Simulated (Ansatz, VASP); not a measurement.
Two plane-wave programs on Hg

File INCAR:

```
PREC     = Accurate       # precision mode
ENCUT    = 520            # plane-wave cutoff, eV
EDIFF    = 1E-6           # SCF threshold, eV
ISMEAR   = 0              # smearing method
SIGMA    = 0.15           # smearing width, eV
LREAL    = F              # projectors in reciprocal space
LASPH    = T              # aspherical terms in the spheres
NELM     = 60             # most SCF steps
ALGO     = Fast           # electronic algorithm
ISIF     = 2              # what is computed and relaxed
LWAVE    = F              # write WAVECAR
LCHARG   = F              # write CHGCAR
GGA      = PE             # functional
IVDW     = 12             # dispersion correction
NBANDS   = 12             # bands
```

The input KPOINTS:

```
regular mesh
0
Gamma
  20 20 20
```

Contents of POSCAR:

```
Hg
1.0
    0.0000000000      2.0895270550      3.1342905826
    2.0895270550      0.0000000000      3.1342905826
    2.0895270550      2.0895270550      0.0000000000
Hg
1
Direct
    0.0000000000      0.0000000000      0.0000000000
```

Input for Ansatz:

```yaml
crystal:
  lattice:
    - [0.0, 2.089527055, 3.1342905826]
    - [2.089527055, 0.0, 3.1342905826]
    - [2.089527055, 2.089527055, 0.0]
  atoms:
    - { symbol: Hg, position: [0.0, 0.0, 0.0] }
basis:
  ecutwfc: 420
kpoints:
  mp_grid: { grid: [20, 20, 20] }
hamiltonian:
  xc: pbe
  dispersion: d3bj
scf:
  occupations: { method: gaussian, width: 0.15 }
output:
  forces: true
  stress: true
  eigenvalues: true
```

Alike in both runs: task single point; functional PBE; dispersion D3(BJ); k mesh 20 × 20 × 20; occupations gaussian, width 0.15 eV; no spin polarisation.

|  | VASP | Ansatz |
| --- | --- | --- |
| version | VASP 6.6.1 | Ansatz 0.2.0 |
| potentials or method | VASP PAW PBE potentials, release 64 (Hg), cutoff 520 eV | scalar-relativistic, plane waves, PAW |
| valence electrons in the cell | 12 | 20 |

```csv
,VASP,Ansatz,Ansatz less VASP
gap on the k mesh at the Fermi level (eV),none,none,-
pressure (GPa),-0.1,-0.4,-0.28
"traceless stress, the component that is largest in VASP (GPa)",-2.54,-2.30,+0.241
```

A gap of «none» marks a metal or a gap that the smearing closes. VASP's potentials hold 12 valence electrons a cell and Ansatz's 20, so a difference there can come from the potentials and not from the codes.

Spin-orbit coupling is off throughout.
